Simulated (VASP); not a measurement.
Set up this calculation in VASP 6.6.1, as the native input.

* Task: single point
* Functional: r2SCAN
* Potentials or basis: VASP PAW PBE potentials, release 64 (Ti_sv, B)
* Cutoff: 550 eV
* k mesh: 12 × 12 × 10
* Occupations: fermi-dirac, width 0.1 eV
* Spin: no spin polarisation
* Dipole correction: no
* Further INCAR settings: ALGO = Normal; EDIFF = 1e-06; NBANDS = 16

The system is TiB2.

```
Ti B
1.0
     3.02490    0.00000    0.00000
    -1.51245    2.61964    0.00000
     0.00000    0.00000    3.22434
Ti B
1 2
Direct
  0.00000 0.00000 0.00000
  0.33333 0.66667 0.50000
  0.66667 0.33333 0.50000
```

One way to write it, as run:

POSCAR

```
TiB2
1.0
    3.0248997929      0.0000000000      0.0000000000
   -1.5124498965      2.6196400646      0.0000000000
    0.0000000000      0.0000000000      3.2243443010
Ti B
1 2
Direct
    0.0000000000      0.0000000000      0.0000000000
    0.3333333333      0.6666666667      0.5000000000
    0.6666666667      0.3333333333      0.5000000000
```

INCAR.step1

```
SYSTEM = TiB2
PREC = Accurate
ENCUT = 550
ISMEAR = -1
SIGMA = 0.1
LREAL = .FALSE.
LASPH = .TRUE.
NELM = 120
NBANDS = 16
GGA = PE
ALGO = Normal
EDIFF = 1E-5
LWAVE = .TRUE.
LCHARG = .FALSE.
GGA_COMPAT = .FALSE.
```

INCAR.step2

```
SYSTEM = TiB2
PREC = Accurate
ENCUT = 550
EDIFF = 1E-6
ISMEAR = -1
SIGMA = 0.1
LREAL = .FALSE.
LASPH = .TRUE.
NELM = 120
ALGO = Normal
ISIF = 2
LWAVE = .FALSE.
LCHARG = .FALSE.
METAGGA = R2SCAN
LMIXTAU = .TRUE.
NBANDS = 16
ISTART = 1
GGA_COMPAT = .FALSE.
```

KPOINTS

```
regular mesh
0
G
  12 12 10
  0 0 0
```

Potentials or basis: VASP PAW PBE potentials, release 64 (Ti_sv, B).

Run with:

```sh
$ cat potpaw_PBE.64/Ti_sv/POTCAR potpaw_PBE.64/B/POTCAR > POTCAR
$ cp INCAR.step1 INCAR
$ mpirun -np 1 vasp_std > vasp.out
$ cp INCAR.step2 INCAR
$ mpirun -np 1 vasp_std > vasp.out
```

Results of the run:

| Property | Result |
| --- | --- |
| Pressure | 0.7 GPa |
| Band gap on the k mesh | zero (bands 9 and 10 overlap by 0.62 eV) |

Caveat: the PAW data sets were made with another functional, which shifts forces and pressure a little.

Run time: 5.2 min on 1 thread of AMD EPYC 7R13, with other jobs on the host, peak memory 0.15 GiB.
